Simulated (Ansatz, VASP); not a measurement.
GaN: VASP beside Ansatz

File INCAR:

```
SYSTEM = GaN
  ALGO = Normal
  EDIFF = 1E-6
  ENCUT = 520
  GGA = PE
  ISIF = 2
  ISMEAR = 0
  LASPH = .TRUE.
  LCHARG = .FALSE.
  LREAL = .FALSE.
  LWAVE = .FALSE.
  NBANDS = 26
  NELM = 100
  PREC = Accurate
  SIGMA = 0.05
```

File KPOINTS:

```
k-points
0
G
  12 12 6
  0 0 0
```

POSCAR

```
GaN
1.0
    3.1799996605      0.0000000000      0.0000000000
   -1.5899998303      2.6988812802      0.0000000000
    0.0000000000      0.0000000000      5.1660000000
Ga N
2 2
Direct
    0.3333333333      0.6666666667      0.0000000000
    0.6666666667      0.3333333333      0.5000000000
    0.3333333333      0.6666666667      0.3750000000
    0.6666666667      0.3333333333      0.8750000000
```

Input for Ansatz:

```yaml
crystal:
  lattice:
    - [3.1799996605, 0.0, 0.0]
    - [-1.5899998303, 2.6988812802, 0.0]
    - [0.0, 0.0, 5.166]
  atoms:
    - { symbol: Ga, position: [0.3333333333, 0.6666666667, 0.0] }
    - { symbol: Ga, position: [0.6666666667, 0.3333333333, 0.5] }
    - { symbol: "N", position: [0.3333333333, 0.6666666667, 0.375] }
    - { symbol: "N", position: [0.6666666667, 0.3333333333, 0.875] }
basis:
  ecutwfc: 420
kpoints:
  mp_grid: { grid: [12, 12, 6] }
hamiltonian:
  xc: pbe
scf:
  occupations: { method: gaussian, width: 0.05 }
output:
  forces: true
  stress: true
  eigenvalues: true
```

Change from the starting cell: strain -0.0200 x Voigt [0, 1, 0, 0, 0, 0], atoms carried along.

Alike in both runs: task single point; functional PBE; k mesh 12 × 12 × 6; occupations gaussian, width 0.05 eV; no spin polarisation.

|  | VASP | Ansatz |
| --- | --- | --- |
| version | VASP 6.6.1 | Ansatz 0.2.0 |
| potentials or method | VASP PAW PBE potentials, release 64 (Ga_d, N), cutoff 520 eV | scalar-relativistic, plane waves, PAW |
| valence electrons in the cell | 36 | 36 |

VASP gave:

- gap on the k mesh at the Fermi level (eV): 2.03
- least direct gap on the mesh (eV): 2.03
- pressure (GPa): 11.7
- traceless stress, the component that is largest in VASP (GPa): 4.01
- rms of the force components (eV/Å): 0.124

Q: What did Ansatz give for the same quantities?

A: gap on the k mesh at the Fermi level (eV): 2.02; least direct gap on the mesh (eV): 2.02; pressure (GPa): 11.6; traceless stress, the component that is largest in VASP (GPa): 4.03; rms of the force components (eV/Å): 0.126.

Atom by atom the forces differ by 0.002 eV/Å (rms over components).
